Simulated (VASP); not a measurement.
# Ti (I4/mmm) in VASP: further runs, part 3 of 3

VASP 6.6.1. The steps go on from the part before.

### 5 Single point, PBEsol (strain +0.000 along x and y, -0.080 along z)

File INCAR:

```
PREC = Accurate
ENCUT = 520
EDIFF = 1E-7
ISMEAR = 0
SIGMA = 0.15
LREAL = False
LASPH = True
NELM = 60
ALGO = Normal
ISIF = 2
LWAVE = False
LCHARG = False
GGA = PS
NBANDS = 12
```

File KPOINTS:

```
regular mesh
0
Gamma
  20 20 20
```

File POSCAR:

```
Ti
1.0
   -1.6410000000      1.6410000000      1.5097200000
    1.6410000000     -1.6410000000      1.5097200000
    1.6410000000      1.6410000000     -1.5097200000
Ti
1
Direct
    0.0000000000      0.0000000000      0.0000000000
```

Potentials or basis: VASP PAW PBE potentials, release 64 (Ti_sv).

Command:

```bash
$ cat potpaw_PBE.64/Ti_sv/POTCAR > POTCAR
$ mpirun -np 1 vasp_std > vasp.out
```

OUTCAR:

```text
PREC = Accurate
   ENCUT = 520
   EDIFF = 1E-7
   ISMEAR = 0
   LREAL = False
   LASPH = True
   NELM = 60
   ISIF = 2
   GGA = PS

 ion  position               nearest neighbor table
   1  0.000  0.000  0.000-

  LATTYP: Found a body centered tetragonal cell.
 ALAT       =     3.2820000000
 C/A-ratio  =     0.9200000000

  Lattice vectors:

 A1 = (  -1.6410000000,   1.6410000000,   1.5097200000)
 A2 = (   1.6410000000,  -1.6410000000,   1.5097200000)
 A3 = (   1.6410000000,   1.6410000000,  -1.5097200000)

Analysis of symmetry for initial positions (statically):
=====================================================================
 Subroutine PRICEL returns:
 Original cell was already a primitive cell.

 Routine SETGRP: Setting up the symmetry group for a
 body centered tetragonal supercell.

 Subroutine GETGRP returns: Found 16 space group operations
 (whereof 16 operations were pure point group operations)
 out of a pool of 16 trial point group operations.

The static configuration has the point symmetry D_4h.

Analysis of symmetry for dynamics (positions and initial velocities):
=====================================================================
[... 170 lines left out ...]
      5       2.5672      2.00000
      6       9.2723      0.00000
      7       9.9550      0.00000
      8       9.9550      0.00000
      9      11.1542      0.00000
     10      11.9584      0.00000
     11      26.0484      0.00000
     12      26.0484      0.00000
[... 331 lines left out ...]
 k-point    24 :      -0.3500    0.0500    0.0000
  band No.  band energies     occupation
      1     -47.3948      2.00000
      2     -24.0042      2.00000
      3     -23.5924      2.00000
      4     -23.4212      2.00000
      5       5.5063      2.00000
      6       8.3535      1.99783
      7       9.0673      0.00025
      8      11.6077      0.00000
      9      11.7970      0.00000
     10      12.1619      0.00000
     11      21.5655      0.00000
     12      23.6238      0.00000

 [... further k-points ...]

------------------------ aborting loop because EDIFF is reached ----------------------------------------

  FORCE on cell =-STRESS in cart. coord.  units (eV):
  Direction    XX          YY          ZZ          XY          YZ          ZX
  --------------------------------------------------------------------------------------
  -------------------------------------------------------------------------------------
  Total        0.2696593      0.2696593      0.0173900      0.0000000      0.0000000     -0.0000000
  in kB       26.5676097     26.5676097      1.7133080      0.0000000      0.0000000     -0.0000000
  external PRESSURE =      18.2828425 kB  Pullay stress =       0.0000000 kB

 VOLUME and BASIS-vectors are now :
 -----------------------------------------------------------------------------
  energy-cutoff  :      520.00
  volume of cell :       16.26
      direct lattice vectors                 reciprocal lattice vectors
    -1.641000000  1.641000000  1.509720000     0.000000000  0.304692261  0.331187240
     1.641000000 -1.641000000  1.509720000     0.304692261  0.000000000  0.331187240
     1.641000000  1.641000000 -1.509720000     0.304692261  0.304692261  0.000000000

 POSITION                                       TOTAL-FORCE (eV/Angst)
 -----------------------------------------------------------------------------------
      0.00000      0.00000      0.00000        -0.000000      0.000000      0.000000
 -----------------------------------------------------------------------------------
    total drift:                               -0.000000      0.000000     -0.000000

  FREE ENERGIE OF THE ION-ELECTRON SYSTEM (eV)
  ---------------------------------------------------
  free  energy   TOTEN  =        -8.2531265296 eV

  energy  without entropy=       -8.2298236343  energy(sigma->0) =       -8.24147508
```

OSZICAR:

```text
N       E                     dE             d eps       ncg     rms          rms(c)
DAV:   1     0.861956591884E+02    0.86196E+02   -0.65610E+03 15416   0.122E+03
DAV:   2    -0.508465820844E+01   -0.91280E+02   -0.88820E+02 15680   0.298E+02
DAV:   3    -0.919707684757E+01   -0.41124E+01   -0.40669E+01 20968   0.644E+01
DAV:   4    -0.929254039377E+01   -0.95464E-01   -0.95353E-01 17256   0.855E+00
DAV:   5    -0.929506150929E+01   -0.25211E-02   -0.25211E-02 17916   0.121E+00    0.924E+00
DAV:   6    -0.825225600104E+01    0.10428E+01   -0.22659E+00 16844   0.220E+01    0.238E+00
DAV:   7    -0.824167320308E+01    0.10583E-01   -0.94301E-02 18536   0.351E+00    0.133E+00
DAV:   8    -0.825269165680E+01   -0.11018E-01   -0.40785E-02 15964   0.243E+00    0.146E-01
DAV:   9    -0.825308499330E+01   -0.39334E-03   -0.37059E-03 19080   0.628E-01    0.928E-02
DAV:  10    -0.825315076761E+01   -0.65774E-04   -0.29885E-04 16252   0.204E-01    0.174E-02
DAV:  11    -0.825312663430E+01    0.24133E-04   -0.21808E-05 18140   0.660E-02    0.925E-03
DAV:  12    -0.825312630263E+01    0.33167E-06   -0.16859E-06 16660   0.157E-02    0.827E-04
DAV:  13    -0.825312659665E+01   -0.29402E-06   -0.27840E-07 18648   0.341E-03    0.212E-03
DAV:  14    -0.825312652958E+01    0.67065E-07   -0.61019E-08 10776   0.300E-03
   1 F= -.82531265E+01 E0= -.82414751E+01  d E =-.233029E-01
```

Wall time 3.2 min (1 thread of Intel Xeon 8259CL, shared host); peak memory 0.24 GiB.

What came out:

```yaml
Free_energy: -8.2531 eV
Pressure: 1.8 GPa
Band_gap_on_the_k_mesh: zero (bands 6 and 7 overlap by 1.55 eV)
```

Stress tensor (GPa, compression positive):
```
2.66 0.00 0.00
0.00 2.66 0.00
0.00 0.00 0.17
```

Levels at points of the mesh, in eV from the Fermi level:
| k point | band 4 | band 5 | band 6 | band 7 | band 8 | band 9 |
| --- | --- | --- | --- | --- | --- | --- |
| (0.00, 0.00, 0.00) | -32.07 | -6.11 | 0.59 | 1.28 | 1.28 | 2.48 |
| (0.50, 0.00, 0.00) | -32.11 | -2.66 | -0.74 | 1.58 | 2.92 | 3.67 |
| (0.50, 0.50, 0.00) | -32.05 | -2.64 | 0.05 | 0.95 | 2.40 | 3.10 |
| (0.50, 0.50, 0.50) | -32.54 | -2.47 | -2.24 | 4.19 | 4.19 | 4.36 |

Caveat: the cell differs from its parent crystal (strain +0.000 along x and y, -0.080 along z); the PAW data sets were made with another functional, which shifts forces and pressure a little.

### 6 Single point, PBEsol (strain -0.040 along x and y, +0.040 along z)

File INCAR:

```
PREC = Accurate ; ENCUT = 520
EDIFF = 1E-6 ; ISMEAR = 0
SIGMA = 0.15 ; LREAL = F
LASPH = T ; NELM = 100
ALGO = Normal ; ISIF = 2
LWAVE = F ; LCHARG = T
GGA = PS ; LELF = T
LVHAR = T ; NBANDS = 12
```

KPOINTS is that of step 5.

File POSCAR:

```
Ti
1.0
   -1.5753600000      1.5753600000      1.7066400000
    1.5753600000     -1.5753600000      1.7066400000
    1.5753600000      1.5753600000     -1.7066400000
Ti
1
Direct
    0.0000000000      0.0000000000      0.0000000000
```

Potentials or basis: VASP PAW PBE potentials, release 64 (Ti_sv).

Command:

```bash
$ cat potpaw_PBE.64/Ti_sv/POTCAR > POTCAR
$ mpirun -np 1 vasp_std > vasp.out
```

OUTCAR:

```text
PREC = Accurate
   ENCUT = 520
   EDIFF = 1E-6
   ISMEAR = 0
   LREAL = F
   LASPH = T
   NELM = 100
   ISIF = 2
   GGA = PS

 ion  position               nearest neighbor table
   1  0.000  0.000  0.000-

  LATTYP: Found a body centered tetragonal cell.
 ALAT       =     3.1507200000
 C/A-ratio  =     1.0833333333

  Lattice vectors:

 A1 = (  -1.5753600000,   1.5753600000,   1.7066400000)
 A2 = (   1.5753600000,  -1.5753600000,   1.7066400000)
 A3 = (   1.5753600000,   1.5753600000,  -1.7066400000)

Analysis of symmetry for initial positions (statically):
=====================================================================
 Subroutine PRICEL returns:
 Original cell was already a primitive cell.

 Routine SETGRP: Setting up the symmetry group for a
 body centered tetragonal supercell.

 Subroutine GETGRP returns: Found 16 space group operations
 (whereof 16 operations were pure point group operations)
 out of a pool of 16 trial point group operations.

The static configuration has the point symmetry D_4h.

Analysis of symmetry for dynamics (positions and initial velocities):
=====================================================================
 Subroutine PRICEL returns:
 Original cell was already a primitive cell.

 Routine SETGRP: Setting up the symmetry group for a
 body centered tetragonal supercell.

 Subroutine GETGRP returns: Found 16 space group operations
 (whereof 16 operations were pure point group operations)
 out of a pool of 16 trial point group operations.

The dynamic configuration has the point symmetry D_4h.

 Subroutine INISYM returns: Found 16 space group operations
 (whereof 16 operations are pure point group operations),
 and found     1 'primitive' translations

----------------------------------------------------------------------------------------

                                     Primitive cell

  volume of cell :      16.9419
[... 113 lines left out ...]
   LHFCALC =     F    Hartree Fock is set to
   AEXX    =    0.0000 exact exchange contribution
   IVDW    =     0    specifies the selected vdW correction
   LEPSILON=     F    determine dielectric tensor
   LRPA    =     F    only Hartree local field effects (RPA)
 non-spin polarized calculation
 Gauss-broadening in eV      SIGMA  =   0.15
  energy-cutoff  :      520.00
  volume of cell :       16.94
 maximum number of plane-waves:       476
 NGX is ok and might be reduce to    24
   NGX = 11   NGY = 11   NGZ = 11

 number of electron      12.0000000 magnetization

 Free energy of the ion-electron system (eV)
  ---------------------------------------------------
  ext. energy  EPLUGINS =         0.00000000
  ---------------------------------------------------
  free energy    TOTEN  =        -8.24824698 eV

  energy without entropy =       -8.22227414  energy(sigma->0) =       -8.23526056

 E-fermi :   8.2353     XC(G=0): -11.7516

 val. band max:        8.2329254136   @ k =   0.5000   0.2500   0.0000
 cond. band min:       8.2356862349   @ k =  -0.4000   0.2000   0.0500
 fundamental gap:      0.0027608213
 Fermi energy:         8.2353365030

 k-point     1 :       0.0000    0.0000    0.0000
  band No.  band energies     occupation
      1     -48.0426      2.00000
      2     -23.9641      2.00000
      3     -23.9641      2.00000
      4     -23.9586      2.00000
      5       2.2100      2.00000
      6       9.0665      0.00000
      7       9.0665      0.00000
      8       9.6153      0.00000
      9      10.6748      0.00000
     10      11.3099      0.00000
     11      24.9633      0.00000
     12      26.3181      0.00000
[... 331 lines left out ...]
 k-point    24 :      -0.3500    0.0500   -0.0000
  band No.  band energies     occupation
      1     -47.9352      2.00000
      2     -24.5113      2.00000
      3     -24.1205      2.00000
      4     -23.9711      2.00000
      5       5.0431      2.00000
      6       8.3462      0.29600
      7       8.4231      0.07676
      8      10.5552      0.00000
      9      11.3525      0.00000
     10      11.5491      0.00000
     11      19.9355      0.00000
     12      23.2466      0.00000

 [... further k-points ...]

------------------------ aborting loop because EDIFF is reached ----------------------------------------

  FORCE on cell =-STRESS in cart. coord.  units (eV):
  Direction    XX          YY          ZZ          XY          YZ          ZX
  --------------------------------------------------------------------------------------
  -------------------------------------------------------------------------------------
  Total       -0.3276003     -0.3276003     -0.1733304      0.0000000      0.0000000      0.0000000
  in kB      -30.9808541    -30.9808541    -16.3916956      0.0000000      0.0000000      0.0000000
  external PRESSURE =     -26.1178012 kB  Pullay stress =       0.0000000 kB

 VOLUME and BASIS-vectors are now :
 -----------------------------------------------------------------------------
  energy-cutoff  :      520.00
  volume of cell :       16.94
      direct lattice vectors                 reciprocal lattice vectors
    -1.575360000  1.575360000  1.706640000     0.000000000  0.317387772  0.292973328
     1.575360000 -1.575360000  1.706640000     0.317387772  0.000000000  0.292973328
     1.575360000  1.575360000 -1.706640000     0.317387772  0.317387772  0.000000000

 POSITION                                       TOTAL-FORCE (eV/Angst)
 -----------------------------------------------------------------------------------
      0.00000      0.00000      0.00000         0.000000      0.000000     -0.000000
 -----------------------------------------------------------------------------------
    total drift:                                0.000000      0.000000     -0.000000

  FREE ENERGIE OF THE ION-ELECTRON SYSTEM (eV)
  ---------------------------------------------------
  free  energy   TOTEN  =        -8.2482469796 eV

  energy  without entropy=       -8.2222741374  energy(sigma->0) =       -8.23526056
```

OSZICAR:

```text
N       E                     dE             d eps       ncg     rms          rms(c)
DAV:   1     0.859753358341E+02    0.85975E+02   -0.65349E+03 15436   0.121E+03
DAV:   2    -0.511053847461E+01   -0.91086E+02   -0.88652E+02 15664   0.296E+02
DAV:   3    -0.929399852148E+01   -0.41835E+01   -0.41364E+01 21444   0.647E+01
DAV:   4    -0.938068495756E+01   -0.86686E-01   -0.86595E-01 17240   0.810E+00
DAV:   5    -0.938283715683E+01   -0.21522E-02   -0.21522E-02 18116   0.112E+00    0.887E+00
DAV:   6    -0.824697579428E+01    0.11359E+01   -0.26829E+00 16800   0.230E+01    0.218E+00
DAV:   7    -0.823851337304E+01    0.84624E-02   -0.84481E-02 18364   0.312E+00    0.128E+00
DAV:   8    -0.824779831579E+01   -0.92849E-02   -0.38253E-02 15980   0.236E+00    0.131E-01
DAV:   9    -0.824821649139E+01   -0.41818E-03   -0.30489E-03 18976   0.565E-01    0.840E-02
DAV:  10    -0.824826760718E+01   -0.51116E-04   -0.30808E-04 16316   0.205E-01    0.138E-02
DAV:  11    -0.824824720390E+01    0.20403E-04   -0.24317E-05 17900   0.759E-02    0.907E-03
DAV:  12    -0.824824697961E+01    0.22430E-06   -0.20546E-06 16536   0.164E-02
   1 F= -.82482470E+01 E0= -.82352606E+01  d E =-.259728E-01
```

Wall time 2.9 min (1 thread of Intel Xeon 8259CL, shared host); peak memory 0.25 GiB.

What came out:

```
Free energy            : -8.2482 eV
Pressure               : -2.6 GPa
Band gap on the k mesh : zero (bands 6 and 7 overlap by 1.58 eV)
```

Caveat: the cell differs from its parent crystal (strain -0.040 along x and y, +0.040 along z); the PAW data sets were made with another functional, which shifts forces and pressure a little.

### 7 Overview

| cell | gap on the mesh (eV) | pressure (GPa) |
| --- | --- | --- |
| a = 2.693 Å, angles 111.8, 111.8, 104.9°, 1 atom | none | 13.1 |
| a = 2.733 Å, angles 112.9, 112.9, 102.7°, 1 atom | none | 7.8 |
| a = 2.775 Å, angles 114.1, 114.1, 100.6°, 1 atom | none | 3.2 |
| a = 2.769 Å, angles 107.3, 107.3, 113.9°, 1 atom | none | 1.8 |
| a = 2.806 Å, angles 111.7, 111.7, 105.1°, 1 atom | none | -2.6 |

Alike in all rows: task single point; level PBEsol; potentials or basis VASP PAW PBE potentials, release 64 (Ti_sv); no spin polarisation; k mesh 20 × 20 × 20; cutoff (eV) 520; smearing gaussian 0.15 eV.

Caveats: the PAW data sets were made with another functional, which shifts forces and pressure a little; the cell stands under pressure (at least some runs).

Absolute energies hang on the potentials; compare differences alone.
